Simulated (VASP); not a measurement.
# Ni (Pm-3n) in VASP: a series of runs

The runs below take Ni through single point, relaxation of cell and atoms, with BLYP.

Everything below comes from runs of VASP 6.6.1. Logs are shortened: lines on timing, memory, paths and dates and some standing lists are left out, and cuts for length are marked.

### Step 1. The cell of the first run

It takes space group Pm-3n (No. 223, cubic). The conventional cell has a = 4.537 Å, b = 4.537 Å, c = 4.537 Å, α = 90.00°, β = 90.00°, γ = 90.00°. Within 3.3 Å of Ni (site symmetry m-3) lie 12 Ni at 2.54 Å. Within 3.0 Å of Ni (site symmetry -4m2) lie 14 Ni at 2.27 to 2.78 Å.

### Step 2. Single point, BLYP

Input file INCAR:

```
SYSTEM = Ni
  PREC = Accurate
  ENCUT = 520
  EDIFF = 1E-6
  ISMEAR = -1
  SIGMA = 0.1
  LREAL = .False.
  LASPH = .True.
  NELM = 80
  ALGO = Normal
  ISIF = 2
  LWAVE = .False.
  LCHARG = .True.
  GGA = B5
  ALDAX = 1.0
  AGGAX = 1.0
  AGGAC = 1.0
  ALDAC = 0.0
  LELF = .True.
  LVHAR = .True.
  NBANDS = 50
```

Input file KPOINTS:

```
regular mesh
0
Gamma
  6 6 6
  0 0 0
```

Input file POSCAR:

```
Ni
1.0
    4.5369555938      0.0000000000      0.0000000000
    0.0000000000      4.5369555938      0.0000000000
    0.0000000000      0.0000000000      4.5369555938
Ni
8
Direct
    0.0000000000      0.0000000000      0.0000000000
    0.5000000000      0.5000000000      0.5000000000
    0.2500000000      1.0000000000      0.5000000000
    0.7500000000      1.0000000000      0.5000000000
    0.5000000000      0.2500000000      0.0000000000
    0.5000000000      0.7500000000      0.0000000000
    1.0000000000      0.5000000000      0.2500000000
    0.0000000000      0.5000000000      0.7500000000
```

Potentials or basis: VASP PAW PBE potentials, release 64 (Ni).

On the command line:

```
> cat potpaw_PBE.64/Ni/POTCAR > POTCAR
> mpirun -np 1 vasp_std > vasp.out
```

OUTCAR:

```text
SYSTEM = Ni
   PREC = Accurate
   ENCUT = 520
   EDIFF = 1E-6
   ISMEAR = -1
   LREAL = .False.
   LASPH = .True.
   NELM = 80
   ISIF = 2
   GGA = B5

 ion  position               nearest neighbor table
   1  0.000  0.000  0.000-   3 2.54   4 2.54   5 2.54   6 2.54   7 2.54   8 2.54   3 2.54   4 2.54
                             7 2.54   8 2.54   5 2.54   6 2.54
   2  0.500  0.500  0.500-   3 2.54   4 2.54   5 2.54   6 2.54   7 2.54   8 2.54   5 2.54   6 2.54
                             3 2.54   4 2.54   7 2.54   8 2.54
   3  0.250  0.000  0.500-   4 2.27   4 2.27   1 2.54   1 2.54   2 2.54   2 2.54   8 2.78   5 2.78
                             5 2.78   6 2.78   6 2.78   7 2.78   8 2.78   7 2.78
   4  0.750  0.000  0.500-   3 2.27   3 2.27   1 2.54   1 2.54   2 2.54   2 2.54   8 2.78   5 2.78
                             5 2.78   6 2.78   6 2.78   7 2.78   8 2.78   7 2.78
   5  0.500  0.250  0.000-   6 2.27   6 2.27   1 2.54   2 2.54   2 2.54   1 2.54   8 2.78   4 2.78
                             3 2.78   4 2.78   3 2.78   7 2.78   7 2.78   8 2.78
   6  0.500  0.750  0.000-   5 2.27   5 2.27   1 2.54   2 2.54   2 2.54   1 2.54   8 2.78   4 2.78
                             3 2.78   4 2.78   3 2.78   7 2.78   7 2.78   8 2.78
   7  0.000  0.500  0.250-   8 2.27   8 2.27   1 2.54   2 2.54   1 2.54   2 2.54   3 2.78   4 2.78
                             5 2.78   3 2.78   4 2.78   6 2.78   5 2.78   6 2.78
   8  0.000  0.500  0.750-   7 2.27   7 2.27   1 2.54   2 2.54   1 2.54   2 2.54   3 2.78   4 2.78
                             5 2.78   3 2.78   4 2.78   6 2.78   5 2.78   6 2.78

  LATTYP: Found a simple cubic cell.
 ALAT       =     4.5369555938

  Lattice vectors:

 A1 = (   4.5369555938,   0.0000000000,   0.0000000000)
 A2 = (   0.0000000000,   4.5369555938,   0.0000000000)
 A3 = (   0.0000000000,   0.0000000000,   4.5369555938)

Analysis of symmetry for initial positions (statically):
=====================================================================
 Subroutine PRICEL returns:
 Original cell was already a primitive cell.

 Routine SETGRP: Setting up the symmetry group for a
 simple cubic supercell.

 Subroutine GETGRP returns: Found 48 space group operations
 (whereof 24 operations were pure point group operations)
 out of a pool of 48 trial point group operations.

The static configuration has the point symmetry T_h .
 The point group associated with its full space group is O_h .

Analysis of symmetry for dynamics (positions and initial velocities):
=====================================================================
 Subroutine PRICEL returns:
 Original cell was already a primitive cell.

 Routine SETGRP: Setting up the symmetry group for a
 simple cubic supercell.

 Subroutine GETGRP returns: Found 48 space group operations
 (whereof 24 operations were pure point group operations)
 out of a pool of 48 trial point group operations.

The dynamic configuration has the point symmetry T_h .
 The point group associated with its full space group is O_h .

 Subroutine INISYM returns: Found 48 space group operations
 (whereof 24 operations are pure point group operations),
 and found     1 'primitive' translations

----------------------------------------------------------------------------------------

                                     Primitive cell

  volume of cell :      93.3885

  direct lattice vectors                    reciprocal lattice vectors
     4.536955594  0.000000000  0.000000000     0.220412120  0.000000000  0.000000000
     0.000000000  4.536955594  0.000000000     0.000000000  0.220412120  0.000000000
     0.000000000  0.000000000  4.536955594     0.000000000  0.000000000  0.220412120

  length of vectors
     4.536955594  4.536955594  4.536955594     0.220412120  0.220412120  0.220412120

  position of ions in fractional coordinates (direct lattice)
     0.000000000  0.000000000  0.000000000
     0.500000000  0.500000000  0.500000000
     0.250000000  0.000000000  0.500000000
     0.750000000  0.000000000  0.500000000
     0.500000000  0.250000000  0.000000000
     0.500000000  0.750000000  0.000000000
     0.000000000  0.500000000  0.250000000
     0.000000000  0.500000000  0.750000000

  ion indices of the primitive-cell ions
   primitive index   ion index
                 1           1
                 2           2
                 3           3
                 4           4
                 5           5
                 6           6
                 7           7
                 8           8

----------------------------------------------------------------------------------------

 KPOINTS: regular mesh

Automatic generation of k-mesh.
 Grid dimensions read from file:
 generate k-points for:    6    6    6

 Generating k-lattice:

  Cartesian coordinates                     Fractional coordinates (reciprocal lattice)
     0.036735353  0.000000000  0.000000000     0.166666667  0.000000000  0.000000000
     0.000000000  0.036735353  0.000000000     0.000000000  0.166666667  0.000000000
     0.000000000  0.000000000  0.036735353     0.000000000  0.000000000  0.166666667

  Length of vectors
     0.036735353  0.036735353  0.036735353

  Shift w.r.t. Gamma in fractional coordinates (k-lattice)
     0.000000000  0.000000000  0.000000000

 Subroutine IBZKPT returns following result:
 ===========================================

 Found     20 irreducible k-points:

 Following reciprocal coordinates:
            Coordinates               Weight
  0.000000  0.000000  0.000000      1.000000
  0.166667  0.000000  0.000000      6.000000
  0.333333  0.000000  0.000000      6.000000
  0.500000  0.000000  0.000000      3.000000
  0.166667  0.166667  0.000000     12.000000
  0.333333  0.166667  0.000000     24.000000
[... 12 lines left out ...]
  0.500000  0.500000  0.333333      6.000000
  0.500000  0.500000  0.500000      1.000000
   k-points           NKPTS =     20   k-points in BZ     NKDIM =     20   number of bands    NBANDS=     50
   number of dos      NEDOS =    301   number of ions     NIONS =      8
   total plane-waves  NPLWV =  46656
   dimension x,y,z NGX =    36 NGY =   36 NGZ =   36
   dimension x,y,z NGXF=    72 NGYF=   72 NGZF=   72
   ions per type =               8
   NGX,Y,Z   is equivalent  to a cutoff of  13.19, 13.19, 13.19 a.u.
   NGXF,Y,Z  is equivalent  to a cutoff of  26.38, 26.38, 26.38 a.u.
 SYSTEM =  Ni
   PREC   = accura    normal or accurate (medium, high low for compatibility)
   ISTART =      0    job   : 0-new  1-cont  2-samecut
   ICHARG =      2    charge: 1-file 2-atom 10-const
   ISPIN  =      1    spin polarized calculation?
   LNONCOLLINEAR =      F non collinear calculations
   LSORBIT =      F    spin-orbit coupling
   LASPH  =      T    aspherical Exc in radial PAW
   ENCUT  =  520.0 eV  38.22 Ry    6.18 a.u.   8.44  8.44  8.44*2*pi/ulx,y,z
   NELM   =     80;   NELMIN=  2; NELMDL= -5     # of ELM steps
   EDIFF  = 0.1E-05   stopping-criterion for ELM
   LREAL  =      F    real-space projection
   EDIFFG = 0.1E-04   stopping-criterion for IOM
   NSW    =      0    number of steps for IOM
   IBRION =     -1    ionic relax: 0-MD 1-quasi-New 2-CG
   NFREE  =      0    steps in history (QN), initial steepest desc. (CG)
   ISIF   =      2    stress and relaxation
   ISYM   =      2    0-nonsym 1-usesym 2-fastsym
   POTIM  = 0.5000    time-step for ionic-motion
   TEBEG  =    0.0;   TEEND  =   0.0 temperature during run
   PSTRESS=    0.0 pullay stress
   NELECT =      80.0000    total number of electrons
   NUPDOWN=      -1.0000    fix difference up-down
   EMIN   =  10.00;   EMAX   =-10.00  energy-range for DOS
   EFERMI =   0.00;   METHOD = LEGACY
   ISMEAR =    -1;   SIGMA  =   0.10  broadening in eV -4-tet -1-fermi 0-gaus
   EFERMI_NEDOS =   21; number of points for ismear=-14 and -15
   IALGO  =     38    algorithm
   IMIX   =      4    mixing-type and parameters
     AMIX     =   0.40;   BMIX     =  1.00
     AMIX_MAG =   1.60;   BMIX_MAG =  1.00
  volume/ion in A,a.u.               =      11.67        78.78
  Fermi-wavevector in a.u.,A,eV,Ry     =   1.554797  2.938140 32.890629  2.417393
  Thomas-Fermi vector in A             =   2.658831
   LORBIT       =      0    0 simple, 1 ext, 2 COOP (PROOUT), +10 PAW based schemes
   GGA     = B5    functional components
   LHFCALC =     F    Hartree Fock is set to
   AEXX    =    0.0000 exact exchange contribution
   IVDW    =     0    specifies the selected vdW correction
   LEPSILON=     F    determine dielectric tensor
   LRPA    =     F    only Hartree local field effects (RPA)
 non-spin polarized calculation
  energy-cutoff  :      520.00
  volume of cell :       93.39
 maximum number of plane-waves:      2536
 NGX is ok and might be reduce to    36
   NGX = 17   NGY = 17   NGZ = 17

 number of electron      79.9999954 magnetization

 Free energy of the ion-electron system (eV)
  ---------------------------------------------------
  ext. energy  EPLUGINS =         0.00000000
  ---------------------------------------------------
  free energy    TOTEN  =       -36.01530840 eV

  energy without entropy =      -35.32066139  energy(sigma->0) =      -35.66798489

 E-fermi :   8.7195     XC(G=0): -12.2464

 val. band max:        8.7148712699   @ k =   0.3333   0.0000   0.0000
 cond. band min:       8.7321625046   @ k =   0.3333   0.3333   0.1667
 fundamental gap:      0.0172912347
 Fermi energy:         8.7195257999

 k-point     1 :       0.0000    0.0000    0.0000
  band No.  band energies     occupation
      1       0.4774      2.00000
      2       4.5650      2.00000
      3       4.5650      2.00000
      4       5.1493      2.00000
      5       5.6088      2.00000
      6       5.6088      2.00000
[... 42 lines left out ...]
     49      16.8845      0.00000
     50      16.8856      0.00000

 k-point     2 :       0.1667    0.0000    0.0000
  band No.  band energies     occupation
      1       0.6939      2.00000
      2       4.3599      2.00000
      3       4.6934      2.00000
      4       4.9034      2.00000
      5       5.5718      2.00000
      6       5.5718      2.00000
[... 946 lines left out ...]
 k-point    20 :       0.5000    0.5000    0.5000
  band No.  band energies     occupation
      1       4.8183      2.00000
      2       4.8183      2.00000
      3       4.8183      2.00000
      4       4.8183      2.00000
      5       4.8183      2.00000
      6       4.8183      2.00000
[... 42 lines left out ...]
     49      22.7704      0.00000
     50      22.7841      0.00000

------------------------ aborting loop because EDIFF is reached ----------------------------------------

  FORCE on cell =-STRESS in cart. coord.  units (eV):
  Direction    XX          YY          ZZ          XY          YZ          ZX
  --------------------------------------------------------------------------------------
  -------------------------------------------------------------------------------------
  Total        0.0864024      0.0864024      0.0864024      0.0000000      0.0000000      0.0000000
  in kB        1.4823235      1.4823235      1.4823235      0.0000000      0.0000000      0.0000000
  external PRESSURE =       1.4823235 kB  Pullay stress =       0.0000000 kB

 VOLUME and BASIS-vectors are now :
 -----------------------------------------------------------------------------
  energy-cutoff  :      520.00
  volume of cell :       93.39
      direct lattice vectors                 reciprocal lattice vectors
     4.536955594  0.000000000  0.000000000     0.220412120  0.000000000  0.000000000
     0.000000000  4.536955594  0.000000000     0.000000000  0.220412120  0.000000000
     0.000000000  0.000000000  4.536955594     0.000000000  0.000000000  0.220412120

 POSITION                                       TOTAL-FORCE (eV/Angst)
 -----------------------------------------------------------------------------------
      0.00000      0.00000      0.00000         0.000000     -0.000000     -0.000000
      2.26848      2.26848      2.26848         0.000000     -0.000000     -0.000000
      1.13424      0.00000      2.26848        -0.000000     -0.000000     -0.000000
      3.40272      0.00000      2.26848         0.000000      0.000000      0.000000
      2.26848      1.13424      0.00000         0.000000     -0.000000     -0.000000
      2.26848      3.40272      0.00000        -0.000000      0.000000      0.000000
      0.00000      2.26848      1.13424        -0.000000     -0.000000     -0.000000
      0.00000      2.26848      3.40272         0.000000      0.000000      0.000000
 -----------------------------------------------------------------------------------
    total drift:                                0.000000      0.000000     -0.000000

  FREE ENERGIE OF THE ION-ELECTRON SYSTEM (eV)
  ---------------------------------------------------
  free  energy   TOTEN  =       -36.0153083955 eV

  energy  without entropy=      -35.3206613858  energy(sigma->0) =      -35.66798489
```

Wall time 2 min (1 thread of Intel Xeon 8259CL, shared host); peak memory 0.23 GiB.

Results:

* Free energy: -36.0153 eV
* Pressure: 0.1 GPa
* Band gap on the k mesh: zero (bands 40 and 41 overlap by 0.12 eV)

Levels at points of the mesh, in eV from the Fermi level:
```
           k point  band 37  band 38  band 39  band 40  band 41  band 42  band 43  band 44  band 45  band 46
(0.00, 0.00, 0.00)    -0.18    -0.18    -0.01    -0.01    -0.01     1.48     1.48     1.48     2.82     2.82
(0.50, 0.00, 0.00)    -0.32    -0.32    -0.02    -0.02     0.22     0.22     2.25     2.25     2.65     2.65
(0.50, 0.50, 0.00)    -0.29    -0.13    -0.13    -0.12     0.03     0.10     0.10     0.28     2.52     4.25
(0.50, 0.50, 0.50)    -0.27    -0.27    -0.27    -0.27     0.61     0.61     0.61     0.61     0.61     0.61
```

Caveat: the PAW data sets were made with another functional, which shifts forces and pressure a little; the run has no spin polarisation, though such a crystal can be magnetic.

### Step 3. Single point, BLYP

Input file INCAR:

```
  PREC = Accurate
  ENCUT = 520
  EDIFF = 1E-7
  ISMEAR = -1
  SIGMA = 0.1
  LREAL = False
  LASPH = True
  NELM = 60
  ALGO = Normal
  ISIF = 2
  LWAVE = False
  LCHARG = True
  GGA = B5
  ALDAX = 1.0
  AGGAX = 1.0
  AGGAC = 1.0
  ALDAC = 0.0
  LELF = True
  LVHAR = True
  NBANDS = 50
```

Input file KPOINTS:

```
regular mesh
0
Gamma
  8 8 8
```

POSCAR is that of step 2.

Potentials or basis: VASP PAW PBE potentials, release 64 (Ni).

On the command line:

```
> cat potpaw_PBE.64/Ni/POTCAR > POTCAR
> mpirun -np 1 vasp_std > vasp.out
```

Wall time 4.7 min (1 thread of Intel Xeon 8259CL, shared host); peak memory 0.27 GiB.

The run converged. Its results:

```
Free energy            : -36.0062 eV
Pressure               : 0.2 GPa
Band gap on the k mesh : zero (bands 40 and 41 overlap by 0.15 eV)
```

Levels at points of the mesh, in eV from the Fermi level:
| k point | band 38 | band 39 | band 40 | band 41 | band 42 | band 43 | band 44 | band 45 |
| --- | --- | --- | --- | --- | --- | --- | --- | --- |
| (0.00, 0.00, 0.00) | -0.18 | -0.01 | -0.01 | -0.01 | 1.48 | 1.48 | 1.48 | 2.82 |
| (0.50, 0.00, 0.00) | -0.32 | -0.02 | -0.02 | 0.22 | 0.22 | 2.25 | 2.25 | 2.65 |
| (0.50, 0.50, 0.00) | -0.13 | -0.13 | -0.12 | 0.03 | 0.10 | 0.10 | 0.28 | 2.52 |
| (0.50, 0.50, 0.50) | -0.26 | -0.26 | -0.26 | 0.61 | 0.61 | 0.61 | 0.61 | 0.61 |

Caveat: the PAW data sets were made with another functional, which shifts forces and pressure a little; the run has no spin polarisation, though such a crystal can be magnetic.

### Step 4. Relaxation of cell and atoms, BLYP

This run uses another cell than the first one, of 10.94 Å³/atom.

Input file INCAR:

```
AGGAC = 1.0 ; AGGAX = 1.0
ALDAC = 0.0 ; ALDAX = 1.0
ALGO = Normal ; EDIFF = 1E-7
EDIFFG = -0.01 ; ENCUT = 600
GGA = B5 ; IBRION = 2
ISIF = 3 ; ISMEAR = -1
LASPH = True ; LCHARG = False
LREAL = False ; LWAVE = False
NELM = 60 ; NSW = 80
PREC = Accurate ; SIGMA = 0.1
```

Input file KPOINTS:

```
k-points
0
Gamma
  6 6 6
```

Input file POSCAR:

```
Ni
1.0
    4.4398105893      0.0000000000      0.0000000000
    0.0000000000      4.4398105893      0.0000000000
    0.0000000000      0.0000000000      4.4398105893
Ni
8
Direct
    0.0000000000      0.0000000000      0.0000000000
    0.5000000000      0.5000000000      0.5000000000
    0.2500000000      0.0000000000      0.5000000000
    0.7500000000      0.0000000000      0.5000000000
    0.5000000000      0.2500000000      0.0000000000
    0.5000000000      0.7500000000      0.0000000000
    0.0000000000      0.5000000000      0.2500000000
    0.0000000000      0.5000000000      0.7500000000
```

On the command line:

```
> cat potpaw_PBE.64/Ni/POTCAR > POTCAR
> mpirun -np 1 vasp_std > vasp.out
```

Wall time 9 min (1 thread of Intel Xeon 8259CL, shared host); peak memory 0.25 GiB.

Results (log left out):

| Quantity | Value |
| --- | --- |
| Free energy | -36.0138 eV |
| Relaxed volume | 11.68 Å³/atom |
| Relaxed cell | a = 4.538 Å, b = 4.538 Å, c = 4.538 Å, α = 90.00°, β = 90.00°, γ = 90.00° |
| Space group after relaxing (to 0.1 Å) | Pm-3n (No. 223) |
| Energy gained by relaxing | 26.5 meV/atom |
| Ionic steps | 3 |
| Pressure after relaxing | -0.1 GPa |
| Band gap on the k mesh | zero (bands 40 and 41 overlap by 0.12 eV) |

Step by step:
| step | energy change (eV) | largest force (eV/Å) | pressure (GPa) | volume (Å³) |
| --- | --- | --- | --- | --- |
| 1 | 0.0000 | 0.0000 | 12.26 | 87.52 |
| 2 | -0.0864 | 0.0000 | -7.47 | 98.55 |
| 3 | -0.2119 | 0.0000 | -0.08 | 93.46 |

Final structure:
```yaml
crystal:
  lattice:
    - [4.53816, 0.00000, 0.00000]
    - [0.00000, 4.53816, 0.00000]
    - [0.00000, 0.00000, 4.53816]
  atoms:
    - { symbol: Ni, position: [0.00000, 0.00000, 0.00000] }
    - { symbol: Ni, position: [0.50000, 0.50000, 0.50000] }
    - { symbol: Ni, position: [0.25000, 0.00000, 0.50000] }
    - { symbol: Ni, position: [0.75000, 0.00000, 0.50000] }
    - { symbol: Ni, position: [0.50000, 0.25000, 0.00000] }
    - { symbol: Ni, position: [0.50000, 0.75000, 0.00000] }
    - { symbol: Ni, position: [0.00000, 0.50000, 0.25000] }
    - { symbol: Ni, position: [0.00000, 0.50000, 0.75000] }
```

Levels at points of the mesh, in eV from the Fermi level:
| k point | band 37 | band 38 | band 39 | band 40 | band 41 | band 42 | band 43 | band 44 | band 45 | band 46 |
| --- | --- | --- | --- | --- | --- | --- | --- | --- | --- | --- |
| (0.00, 0.00, 0.00) | -0.18 | -0.18 | -0.01 | -0.01 | -0.01 | 1.48 | 1.48 | 1.48 | 2.82 | 2.82 |
| (0.50, 0.00, 0.00) | -0.32 | -0.32 | -0.02 | -0.02 | 0.22 | 0.22 | 2.25 | 2.25 | 2.65 | 2.65 |
| (0.50, 0.50, 0.00) | -0.28 | -0.13 | -0.13 | -0.12 | 0.03 | 0.10 | 0.10 | 0.28 | 2.52 | 4.24 |
| (0.50, 0.50, 0.50) | -0.26 | -0.26 | -0.26 | -0.26 | 0.61 | 0.61 | 0.61 | 0.61 | 0.61 | 0.61 |

Caveat: the PAW data sets were made with another functional, which shifts forces and pressure a little; the run has no spin polarisation, though such a crystal can be magnetic. Spin polarisation is off, so any magnetic state and its effect on volume and gap are missing.

### Step 5. Overview

```tsv
task	cell	k mesh	cutoff (eV)	gap on the mesh (eV)	pressure (GPa)
single point	a = 4.537 Å, 8 atoms	6 × 6 × 6	520	none	0.1
single point	a = 4.537 Å, 8 atoms	8 × 8 × 8	520	none	0.2
relaxation of cell and atoms	relaxed from a = 4.440 Å, 8 atoms	6 × 6 × 6	600	none	-0.1
```

Alike in all rows: level BLYP; potentials or basis VASP PAW PBE potentials, release 64 (Ni); no spin polarisation; smearing fermi-dirac 0.1 eV.

Caveats: the PAW data sets were made with another functional, which shifts forces and pressure a little; the run has no spin polarisation, though such a crystal can be magnetic.

Absolute energies hang on the potentials; compare differences alone.
